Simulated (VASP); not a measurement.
Runs of VASP 6.6.1 on AgCl. The structure is that of space group Cmcm (No. 63), or close to it. The cells are those of the table. 

```csv
task,cell,gap on the mesh (eV),pressure (GPa),largest force (eV/Å)
single point,"a = 6.039, b = 6.039, c = 3.924 Å, angles 90.0, 90.0, 142.8°, 4 atoms",0.49,-1.1,0.05
single point,"a = 5.922, b = 5.922, c = 3.924 Å, angles 90.0, 90.0, 142.8°, 4 atoms",0.49,0.6,0.03
electric field gradients,"a = 5.863, b = 5.863, c = 3.846 Å, angles 90.0, 90.0, 142.8°, 4 atoms",0.48,2.9,0.03
electric field gradients,"a = 5.784, b = 5.784, c = 3.871 Å, angles 90.0, 90.0, 142.8°, 4 atoms",0.49,(b),0.04
single point,"a = 5.687, b = 5.687, c = 3.924 Å, angles 90.0, 90.0, 142.8°, 4 atoms",0.50,(a),0.03
```

Alike in all rows: level PBE; potentials or basis VASP PAW PBE potentials, release 64 (Ag, Cl); no spin polarisation; k mesh 9 × 9 × 8; cutoff (eV) 520; smearing fermi-dirac 0.03 eV.

Q: Estimate the missing entries.

A: (a) 5.2; (b) 4.0.

Caveats: semilocal functionals underestimate gaps, and a narrow one can read as zero; the cell stands under pressure (at least some runs).

A k mesh can miss the band edges, and the runs leave out spin-orbit coupling on Ag.
